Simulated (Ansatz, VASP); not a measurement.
**Two plane-wave programs on C**

```xyz
2
Lattice="2.4230 0.0000 0.0000 -1.2115 2.0984 0.0000 0.0000 0.0000 26.0024" Properties=species:S:1:pos:R:3 pbc="T T T"
C     1.2115    0.6995   13.2157
C     0.0000    1.3989   12.7867
```

Alike in both runs: task single point; functional PBE; dispersion D3(BJ); k mesh 21 × 21 × 1; occupations gaussian, width 0.1 eV; no spin polarisation.

```csv
,VASP,Ansatz
version,VASP 6.6.1,Ansatz 0.2.0
potentials or method,"VASP PAW PBE potentials, release 64 (C), cutoff 520 eV","scalar-relativistic, plane waves, PAW"
valence electrons in the cell,8,8
```

Ansatz gave:

| Property | Result |
| --- | --- |
| gap on the k mesh at the Fermi level (eV) | none |
| rms of the force components (eV/Å) | 4.290 |

Q: Which values does VASP return?

A: gap on the k mesh at the Fermi level (eV): none; rms of the force components (eV/Å): 4.269.

Atom by atom the forces differ by 0.021 eV/Å (rms over components). A gap of «none» marks a metal or a gap that the smearing closes.
